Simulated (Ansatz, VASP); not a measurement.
CdIn2O4 in VASP and in Ansatz

POSCAR

```
CdIn2O4
1.0
    0.0000000000      4.6110186847      4.6110186847
    4.6110186847      0.0000000000      4.6110186847
    4.6110186847      4.6110186847      0.0000000000
Cd In O
2 4 8
Direct
    0.7500000000      0.7500000000      0.7500000000
    0.5000000000      0.5000000000      0.5000000000
    0.6250000000      0.1250000000      0.1250000000
    0.1250000000      0.1250000000      0.1250000000
    0.1250000000      0.6250000000      0.1250000000
    0.1250000000      0.1250000000      0.6250000000
    0.3624428940      0.3624428940      0.3624428940
    0.3373286819      0.8875571060      0.8875571060
    0.8875571060      0.8875571060      0.3373286819
    0.8875571060      0.3373286819      0.8875571060
    0.3624428940      0.3624428940      0.9126713181
    0.3624428940      0.9126713181      0.3624428940
    0.8875571060      0.8875571060      0.8875571060
    0.9126713181      0.3624428940      0.3624428940
```

INCAR.step1

```
SYSTEM = CdIn2O4
PREC = Accurate
ENCUT = 580
ISMEAR = -1
SIGMA = 0.02
LREAL = .False.
LASPH = .True.
NELM = 120
NBANDS = 75
GGA = PE
ALGO = Normal
EDIFF = 1E-5
LWAVE = .True.
LCHARG = .False.
GGA_COMPAT = .False.
```

The input INCAR.step2:

```
SYSTEM = CdIn2O4
PREC = Accurate
ENCUT = 580
EDIFF = 1E-7
ISMEAR = -1
SIGMA = 0.02
LREAL = .False.
LASPH = .True.
NELM = 120
ALGO = Normal
ISIF = 2
LWAVE = .False.
LCHARG = .False.
METAGGA = R2SCAN
LMIXTAU = .True.
LEFG = .True.
NBANDS = 75
ISTART = 1
GGA_COMPAT = .False.
```

The input KPOINTS:

```
regular mesh
0
Gamma
  5 5 5
  0 0 0
```

Input for Ansatz:

```yaml
crystal:
  lattice:
    - [0.0, 4.6110186847, 4.6110186847]
    - [4.6110186847, 0.0, 4.6110186847]
    - [4.6110186847, 4.6110186847, 0.0]
  atoms:
    - { symbol: Cd, position: [0.75, 0.75, 0.75] }
    - { symbol: Cd, position: [0.5, 0.5, 0.5] }
    - { symbol: In, position: [0.625, 0.125, 0.125] }
    - { symbol: In, position: [0.125, 0.125, 0.125] }
    - { symbol: In, position: [0.125, 0.625, 0.125] }
    - { symbol: In, position: [0.125, 0.125, 0.625] }
    - { symbol: O, position: [0.362442894, 0.362442894, 0.362442894] }
    - { symbol: O, position: [0.3373286819, 0.887557106, 0.887557106] }
    - { symbol: O, position: [0.887557106, 0.887557106, 0.3373286819] }
    - { symbol: O, position: [0.887557106, 0.3373286819, 0.887557106] }
    - { symbol: O, position: [0.362442894, 0.362442894, 0.9126713181] }
    - { symbol: O, position: [0.362442894, 0.9126713181, 0.362442894] }
    - { symbol: O, position: [0.887557106, 0.887557106, 0.887557106] }
    - { symbol: O, position: [0.9126713181, 0.362442894, 0.362442894] }
kpoints:
  mp_grid: { grid: [5, 5, 5] }
scf:
  occupations: { method: fermi_dirac, width: 0.02 }
hamiltonian:
  xc: r2scan
  pseudopotentials: { kind: paw }
output:
  forces: true
  stress: true
  populations: true
  efg:
    quadrupole_moments_barn: { In: 0.772, O: -0.02558 }
    contact_densities: true
```

Alike in both runs: task electric field gradients; functional r2SCAN; k mesh 5 × 5 × 5; occupations fermi-dirac, width 0.02 eV; no spin polarisation.

|  | VASP | Ansatz |
| --- | --- | --- |
| version | VASP 6.6.1 | Ansatz 0.2.0 |
| potentials or method | VASP PAW PBE potentials, release 64 (Cd, In_d, O) | plane-wave PAW, scalar-relativistic |
| plane-wave cutoff (eV) | 580 | 500 |
| valence electrons in the cell | 124 | 140 |

VASP gave:

| Item | Value |
| --- | --- |
| gap on the k mesh at the Fermi level (eV) | 1.54 |
| pressure (GPa) | -0.3 |
| rms of the force components (eV/Å) | 0.102 |
| size of Vzz on the site where it differs most (V/Å²) | 50.7 |

Estimate Ansatz's values.

gap on the k mesh at the Fermi level (eV): 1.54; pressure (GPa): -1.3; rms of the force components (eV/Å): 0.097; size of Vzz on the site where it differs most (V/Å²): 47.1.

VASP's potentials were made for PBE, not for r2SCAN. Atom by atom the forces differ by 0.005 eV/Å (rms over components). The functional is the same, so the differences come from potentials, cutoffs and numerics. VASP's potentials hold 124 valence electrons a cell and Ansatz's 140, so a difference there can come from the potentials and not from the codes.
